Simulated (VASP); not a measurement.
# Pt2C (Fd-3m) in VASP: notebook

Pt2C is run at these levels: PBE; tasks: single point, relaxation of cell and atoms.

Everything below comes from runs of VASP 6.6.1. Logs are shortened: lines on timing, memory, paths and dates and some standing lists are left out, and cuts for length are marked.

### 1 The cell of the first run

The structure is cubic, space group Fd-3m (No. 227). The conventional cell has a = 8.871 Å, b = 8.871 Å, c = 8.871 Å, α = 90.00°, β = 90.00°, γ = 90.00°. Pt (site symmetry -3m) has 2 C at 1.92 Å within 2.5 Å. Within 2.5 Å of C (site symmetry -43m) lie 4 Pt at 1.92 Å.

### 2 Single point, PBE

The input, INCAR:

```
ALGO = Normal ; EDIFF = 1E-7
ENCUT = 520 ; GGA = PE
ISIF = 2 ; ISMEAR = 0
LASPH = T ; LCHARG = F
LREAL = F ; LWAVE = F
NBANDS = 33 ; NELM = 60
PREC = Accurate ; SIGMA = 0.1
```

The input, KPOINTS:

```
k-points
0
Gamma
  8 8 8
```

The input, POSCAR:

```
Pt2C
1.0
    0.0000000000      4.4355732567      4.4355732567
    4.4355732567      0.0000000000      4.4355732567
    4.4355732567      4.4355732567      0.0000000000
Pt C
4 2
Direct
    0.6250000000      0.1250000000      0.6250000000
    0.6250000000      0.6250000000      0.6250000000
    0.1250000000      0.6250000000      0.6250000000
    0.6250000000      0.6250000000      0.1250000000
    0.5000000000      0.5000000000      0.5000000000
    0.7500000000      0.7500000000      0.7500000000
```

Potentials or basis: VASP PAW PBE potentials, release 64 (Pt, C).

On the command line:

```console
cat potpaw_PBE.64/Pt/POTCAR potpaw_PBE.64/C/POTCAR > POTCAR
mpirun -np 1 vasp_std > vasp.out
```

OUTCAR:

```text
EDIFF = 1E-7
   ENCUT = 520
   GGA = PE
   ISIF = 2
   ISMEAR = 0
   LASPH = T
   LREAL = F
   NELM = 60
   PREC = Accurate

 ion  position               nearest neighbor table
   1  0.625  0.125  0.625-   5 1.92   6 1.92   2 3.14   4 3.14   2 3.14   3 3.14   4 3.14   3 3.14

   2  0.625  0.625  0.625-   5 1.92   6 1.92   4 3.14   1 3.14   3 3.14   4 3.14   1 3.14   3 3.14

   3  0.125  0.625  0.625-   5 1.92   6 1.92   2 3.14   4 3.14   1 3.14   1 3.14   2 3.14   4 3.14

   4  0.625  0.625  0.125-   5 1.92   6 1.92   2 3.14   1 3.14   2 3.14   3 3.14   1 3.14   3 3.14

   5  0.500  0.500  0.500-   1 1.92   2 1.92   3 1.92   4 1.92
   6  0.750  0.750  0.750-   1 1.92   2 1.92   3 1.92   4 1.92

  LATTYP: Found a face centered cubic cell.
 ALAT       =     8.8711465134

  Lattice vectors:

 A1 = (   0.0000000000,   4.4355732567,   4.4355732567)
 A2 = (   4.4355732567,   0.0000000000,   4.4355732567)
 A3 = (   4.4355732567,   4.4355732567,   0.0000000000)

Analysis of symmetry for initial positions (statically):
=====================================================================
 Subroutine PRICEL returns:
 Original cell was already a primitive cell.

 Routine SETGRP: Setting up the symmetry group for a
 face centered cubic supercell.

 Subroutine GETGRP returns: Found 48 space group operations
 (whereof 24 operations were pure point group operations)
 out of a pool of 48 trial point group operations.

The static configuration has the point symmetry T_d .
 The point group associated with its full space group is O_h .

Analysis of symmetry for dynamics (positions and initial velocities):
=====================================================================
 Subroutine PRICEL returns:
 Original cell was already a primitive cell.

 Routine SETGRP: Setting up the symmetry group for a
 face centered cubic supercell.

 Subroutine GETGRP returns: Found 48 space group operations
 (whereof 24 operations were pure point group operations)
 out of a pool of 48 trial point group operations.

The dynamic configuration has the point symmetry T_d .
 The point group associated with its full space group is O_h .

 Subroutine INISYM returns: Found 48 space group operations
 (whereof 24 operations are pure point group operations),
 and found     1 'primitive' translations

----------------------------------------------------------------------------------------

                                     Primitive cell

  volume of cell :     174.5337

  direct lattice vectors                    reciprocal lattice vectors
     0.000000000  4.435573257  4.435573257    -0.112725001  0.112725001  0.112725001
     4.435573257  0.000000000  4.435573257     0.112725001 -0.112725001  0.112725001
     4.435573257  4.435573257  0.000000000     0.112725001  0.112725001 -0.112725001

  length of vectors
     6.272847857  6.272847857  6.272847857     0.195245429  0.195245429  0.195245429

  position of ions in fractional coordinates (direct lattice)
     0.625000000  0.125000000  0.625000000
     0.625000000  0.625000000  0.625000000
     0.125000000  0.625000000  0.625000000
     0.625000000  0.625000000  0.125000000
     0.500000000  0.500000000  0.500000000
     0.750000000  0.750000000  0.750000000

  ion indices of the primitive-cell ions
   primitive index   ion index
                 1           1
                 2           2
                 3           3
                 4           4
                 5           5
                 6           6

----------------------------------------------------------------------------------------

 KPOINTS: k-points

Automatic generation of k-mesh.
 Grid dimensions read from file:
 generate k-points for:    8    8    8

 Generating k-lattice:

  Cartesian coordinates                     Fractional coordinates (reciprocal lattice)
    -0.014090625  0.014090625  0.014090625     0.125000000  0.000000000  0.000000000
     0.014090625 -0.014090625  0.014090625     0.000000000  0.125000000  0.000000000
     0.014090625  0.014090625 -0.014090625     0.000000000  0.000000000  0.125000000

  Length of vectors
     0.024405679  0.024405679  0.024405679

  Shift w.r.t. Gamma in fractional coordinates (k-lattice)
     0.000000000  0.000000000  0.000000000

 Subroutine IBZKPT returns following result:
 ===========================================

 Found     29 irreducible k-points:

 Following reciprocal coordinates:
            Coordinates               Weight
  0.000000  0.000000  0.000000      1.000000
  0.125000  0.000000  0.000000      8.000000
  0.250000  0.000000  0.000000      8.000000
  0.375000  0.000000  0.000000      8.000000
  0.500000  0.000000  0.000000      4.000000
  0.125000  0.125000  0.000000      6.000000
[... 16 lines left out ...]
  0.500000  0.250000  0.125000     48.000000
 -0.375000  0.250000  0.125000     24.000000
 [... further k-points ...]
   k-points           NKPTS =     29   k-points in BZ     NKDIM =     29   number of bands    NBANDS=     33
   number of dos      NEDOS =    301   number of ions     NIONS =      6
   total plane-waves  NPLWV = 110592
   dimension x,y,z NGX =    48 NGY =   48 NGZ =   48
   dimension x,y,z NGXF=    96 NGYF=   96 NGZF=   96
   ions per type =               4   2
   NGX,Y,Z   is equivalent  to a cutoff of  12.72, 12.72, 12.72 a.u.
   NGXF,Y,Z  is equivalent  to a cutoff of  25.44, 25.44, 25.44 a.u.
 SYSTEM =  unknown system
   PREC   = accura    normal or accurate (medium, high low for compatibility)
   ISTART =      0    job   : 0-new  1-cont  2-samecut
   ICHARG =      2    charge: 1-file 2-atom 10-const
   ISPIN  =      1    spin polarized calculation?
   LNONCOLLINEAR =      F non collinear calculations
   LSORBIT =      F    spin-orbit coupling
   LASPH  =      T    aspherical Exc in radial PAW
   ENCUT  =  520.0 eV  38.22 Ry    6.18 a.u.  11.66 11.66 11.66*2*pi/ulx,y,z
   NELM   =     60;   NELMIN=  2; NELMDL= -5     # of ELM steps
   EDIFF  = 0.1E-06   stopping-criterion for ELM
   LREAL  =      F    real-space projection
   EDIFFG = 0.1E-05   stopping-criterion for IOM
   NSW    =      0    number of steps for IOM
   IBRION =     -1    ionic relax: 0-MD 1-quasi-New 2-CG
   NFREE  =      0    steps in history (QN), initial steepest desc. (CG)
   ISIF   =      2    stress and relaxation
   ISYM   =      2    0-nonsym 1-usesym 2-fastsym
   POTIM  = 0.5000    time-step for ionic-motion
   TEBEG  =    0.0;   TEEND  =   0.0 temperature during run
   PSTRESS=    0.0 pullay stress
   NELECT =      48.0000    total number of electrons
   NUPDOWN=      -1.0000    fix difference up-down
   EMIN   =  10.00;   EMAX   =-10.00  energy-range for DOS
   EFERMI =   0.00;   METHOD = LEGACY
   ISMEAR =     0;   SIGMA  =   0.10  broadening in eV -4-tet -1-fermi 0-gaus
   EFERMI_NEDOS =   21; number of points for ismear=-14 and -15
   IALGO  =     38    algorithm
   IMIX   =      4    mixing-type and parameters
     AMIX     =   0.40;   BMIX     =  1.00
     AMIX_MAG =   1.60;   BMIX_MAG =  1.00
  volume/ion in A,a.u.               =      29.09       196.30
  Fermi-wavevector in a.u.,A,eV,Ry     =   1.064622  2.011844 15.421119  1.133420
  Thomas-Fermi vector in A             =   2.200147
   LORBIT       =      0    0 simple, 1 ext, 2 COOP (PROOUT), +10 PAW based schemes
   GGA     = PE    functional components
   LHFCALC =     F    Hartree Fock is set to
   AEXX    =    0.0000 exact exchange contribution
   IVDW    =     0    specifies the selected vdW correction
   LEPSILON=     F    determine dielectric tensor
   LRPA    =     F    only Hartree local field effects (RPA)
 non-spin polarized calculation
 Gauss-broadening in eV      SIGMA  =   0.10
  energy-cutoff  :      520.00
  volume of cell :      174.53
 maximum number of plane-waves:      4723
   NGX = 23   NGY = 23   NGZ = 23

 number of electron      48.0000000 magnetization

 Free energy of the ion-electron system (eV)
  ---------------------------------------------------
  ext. energy  EPLUGINS =         0.00000000
  ---------------------------------------------------
  free energy    TOTEN  =       -35.30835920 eV

  energy without entropy =      -35.29377895  energy(sigma->0) =      -35.30106908

 E-fermi :   1.0649     XC(G=0):  -7.7838

 val. band max:        1.0511409292   @ k =   0.3750   0.1250   0.0000
 cond. band min:       1.1025122737   @ k =   0.3750   0.2500   0.0000
 fundamental gap:      0.0513713445
 Fermi energy:         1.0649190623

 k-point     1 :       0.0000    0.0000    0.0000
  band No.  band energies     occupation
      1     -12.9864      2.00000
      2      -9.1854      2.00000
      3      -6.7276      2.00000
      4      -6.7276      2.00000
      5      -6.7276      2.00000
      6      -2.5788      2.00000
[... 25 lines left out ...]
     32       6.6309      0.00000
     33       6.6310      0.00000

 k-point     2 :       0.1250    0.0000    0.0000
  band No.  band energies     occupation
      1     -12.9198      2.00000
      2      -9.4304      2.00000
      3      -6.6851      2.00000
      4      -6.6851      2.00000
      5      -6.4707      2.00000
      6      -2.6453      2.00000
[... 25 lines left out ...]
     32       6.7424      0.00000
     33       6.7424      0.00000

 k-point     3 :       0.2500    0.0000    0.0000
  band No.  band energies     occupation
      1     -12.7350      2.00000
      2      -9.9478      2.00000
      3      -6.5742      2.00000
      4      -6.5742      2.00000
      5      -5.9007      2.00000
      6      -2.9404      2.00000
[... 25 lines left out ...]
     32       7.1880      0.00000
     33       7.1880      0.00000

 k-point     4 :       0.3750    0.0000    0.0000
  band No.  band energies     occupation
      1     -12.4945      2.00000
      2     -10.4464      2.00000
      3      -6.4483      2.00000
      4      -6.4483      2.00000
      5      -5.2543      2.00000
      6      -3.6143      2.00000
[... 673 lines left out ...]
     32       7.2141      0.00000
     33       7.7014      0.00000

 k-point    23 :       0.5000    0.2500    0.1250
  band No.  band energies     occupation
      1     -12.3096      2.00000
      2     -10.7637      2.00000
      3      -6.3283      2.00000
      4      -6.2239      2.00000
      5      -5.0859      2.00000
      6      -3.8590      2.00000
[... 25 lines left out ...]
     32       7.6215      0.00000
     33       8.4974      0.00000

 k-point    24 :      -0.3750    0.2500    0.1250
  band No.  band energies     occupation
      1     -12.1603      2.00000
      2     -10.9835      2.00000
      3      -6.2586      2.00000
      4      -6.1630      2.00000
      5      -4.6731      2.00000
      6      -4.2760      2.00000
[... 25 lines left out ...]
     32       8.1672      0.00000
     33       8.5289      0.00000

 [... further k-points ...]
[... 5 lines left out ...]
  --------------------------------------------------------------------------------------
  -------------------------------------------------------------------------------------
  Total        0.2084044      0.2084044      0.2084044      0.0000000     -0.0000000      0.0000000
  in kB        1.9131019      1.9131019      1.9131019      0.0000000     -0.0000000      0.0000000
  external PRESSURE =       1.9131019 kB  Pullay stress =       0.0000000 kB

 VOLUME and BASIS-vectors are now :
 -----------------------------------------------------------------------------
  energy-cutoff  :      520.00
  volume of cell :      174.53
      direct lattice vectors                 reciprocal lattice vectors
     0.000000000  4.435573257  4.435573257    -0.112725001  0.112725001  0.112725001
     4.435573257  0.000000000  4.435573257     0.112725001 -0.112725001  0.112725001
     4.435573257  4.435573257  0.000000000     0.112725001  0.112725001 -0.112725001

 POSITION                                       TOTAL-FORCE (eV/Angst)
 -----------------------------------------------------------------------------------
      3.32668      5.54447      3.32668        -0.000000      0.000000      0.000000
      5.54447      5.54447      5.54447        -0.000000      0.000000      0.000000
      5.54447      3.32668      3.32668        -0.000000      0.000000      0.000000
      3.32668      3.32668      5.54447        -0.000000      0.000000      0.000000
      4.43557      4.43557      4.43557         0.000000      0.000000      0.000000
      6.65336      6.65336      6.65336        -0.000000     -0.000000     -0.000000
 -----------------------------------------------------------------------------------
    total drift:                                0.000000     -0.000000     -0.000000

  FREE ENERGIE OF THE ION-ELECTRON SYSTEM (eV)
  ---------------------------------------------------
  free  energy   TOTEN  =       -35.3083591969 eV

  energy  without entropy=      -35.2937789541  energy(sigma->0) =      -35.30106908
```

It took 2 min on 1 thread of Intel Xeon 6975P-C (Granite Rapids), shared host; peak memory 0.38 GiB.

What came out:

| Quantity | Value |
| --- | --- |
| Free energy | -35.3084 eV |
| Pressure | 0.2 GPa |
| Band gap on the k mesh | zero (band 24 reaches 1.44 eV, above the bottom of band 25 at 0.25 eV) |

Caveat: spin-orbit coupling is left out, which moves the levels of the heavy elements.

### 3 Relaxation of cell and atoms, PBE

The input, INCAR:

```
SYSTEM = Pt2C
ALGO = Normal
EDIFF = 1E-7
EDIFFG = -0.01
ENCUT = 600
GGA = PE
IBRION = 2
ISIF = 3
ISMEAR = 0
LASPH = .TRUE.
LCHARG = .FALSE.
LREAL = .FALSE.
LWAVE = .FALSE.
NELM = 60
NSW = 100
PREC = Accurate
SIGMA = 0.1
```

The input, KPOINTS:

```
k-points
0
G
  8 8 8
  0 0 0
```

POSCAR is that of step 2.

Potentials or basis: VASP PAW PBE potentials, release 64 (Pt, C).

On the command line:

```console
cat potpaw_PBE.64/Pt/POTCAR potpaw_PBE.64/C/POTCAR > POTCAR
mpirun -np 1 vasp_std > vasp.out
```

OUTCAR:

```text
SYSTEM = Pt2C
   EDIFF = 1E-7
   EDIFFG = -0.01
   ENCUT = 600
   GGA = PE
   IBRION = 2
   ISIF = 3
   ISMEAR = 0
   LASPH = .TRUE.
   LREAL = .FALSE.
   NELM = 60
   NSW = 100
   PREC = Accurate

 ion  position               nearest neighbor table
   1  0.625  0.125  0.625-   5 1.92   6 1.92   2 3.14   4 3.14   2 3.14   3 3.14   4 3.14   3 3.14

   2  0.625  0.625  0.625-   5 1.92   6 1.92   4 3.14   1 3.14   3 3.14   4 3.14   1 3.14   3 3.14

   3  0.125  0.625  0.625-   5 1.92   6 1.92   2 3.14   4 3.14   1 3.14   1 3.14   2 3.14   4 3.14

   4  0.625  0.625  0.125-   5 1.92   6 1.92   2 3.14   1 3.14   2 3.14   3 3.14   1 3.14   3 3.14

   5  0.500  0.500  0.500-   1 1.92   2 1.92   3 1.92   4 1.92
   6  0.750  0.750  0.750-   1 1.92   2 1.92   3 1.92   4 1.92

  LATTYP: Found a face centered cubic cell.
 ALAT       =     8.8711465134
[... 271 lines left out ...]

 number of electron      48.0000002 magnetization

 Free energy of the ion-electron system (eV)
  ---------------------------------------------------
  ext. energy  EPLUGINS =         0.00000000
  ---------------------------------------------------
  free energy    TOTEN  =       -35.31042969 eV

  energy without entropy =      -35.29571391  energy(sigma->0) =      -35.30307180

 E-fermi :   1.0459     XC(G=0):  -7.7737

 val. band max:        1.0319821359   @ k =   0.3750   0.1250   0.0000
 cond. band min:       1.0828069705   @ k =   0.3750   0.2500   0.0000
 fundamental gap:      0.0508248345
 Fermi energy:         1.0459347953

 k-point     1 :       0.0000    0.0000    0.0000
  band No.  band energies     occupation
      1     -12.9833      2.00000
      2      -9.1978      2.00000
      3      -6.7257      2.00000
      4      -6.7257      2.00000
      5      -6.7257      2.00000
      6      -2.5855      2.00000
[... 733 lines left out ...]
     27       2.3551      0.00000
     28       2.8907      0.00000

 [... further k-points ...]
[... 5 lines left out ...]
  --------------------------------------------------------------------------------------
  -------------------------------------------------------------------------------------
  Total        0.0062035      0.0062035      0.0062035      0.0000000     -0.0000000     -0.0000000
  in kB        0.0568115      0.0568115      0.0568115      0.0000000     -0.0000000     -0.0000000
  external PRESSURE =       0.0568115 kB  Pullay stress =       0.0000000 kB
[... 21 lines left out ...]
  FREE ENERGIE OF THE ION-ELECTRON SYSTEM (eV)
  ---------------------------------------------------
  free  energy   TOTEN  =       -35.3104296884 eV

  energy  without entropy=      -35.2957139062  energy(sigma->0) =      -35.30307180

 reached required accuracy - stopping structural energy minimisation
```

It took 5 min on 1 thread of Intel Xeon 6975P-C (Granite Rapids), shared host; peak memory 0.43 GiB.

What came out:

| Property | Result |
| --- | --- |
| Free energy | -35.3104 eV |
| Relaxed volume | 29.16 Å³/atom |
| Relaxed cell | a = 6.278 Å, b = 6.278 Å, c = 6.278 Å, α = 60.00°, β = 60.00°, γ = 60.00° |
| Space group after relaxing (to 0.05 Å) | Fd-3m (No. 227) |
| Energy gained by relaxing | 0.0 meV/atom |
| Ionic steps | 3 |
| Pressure after relaxing | 0.0 GPa |
| Band gap on the k mesh | zero (band 24 reaches 1.42 eV, above the bottom of band 25 at 0.23 eV) |

The path:
| step | energy change (eV) | largest force (eV/Å) | pressure (GPa) | volume (Å³) |
| --- | --- | --- | --- | --- |
| 1 | 0.0000 | 0.0000 | 0.20 | 174.53 |
| 2 | 0.0001 | 0.0000 | -0.22 | 175.45 |
| 3 | -0.0003 | 0.0000 | 0.01 | 174.95 |

Final structure:
```
CELL_PARAMETERS angstrom
0.00000 4.43909 4.43909
4.43909 0.00000 4.43909
4.43909 4.43909 0.00000
ATOMIC_POSITIONS crystal
Pt 0.62500 0.12500 0.62500
Pt 0.62500 0.62500 0.62500
Pt 0.12500 0.62500 0.62500
Pt 0.62500 0.62500 0.12500
C 0.50000 0.50000 0.50000
C 0.75000 0.75000 0.75000
```

Caveat: spin-orbit coupling is left out, which moves the levels of the heavy elements.
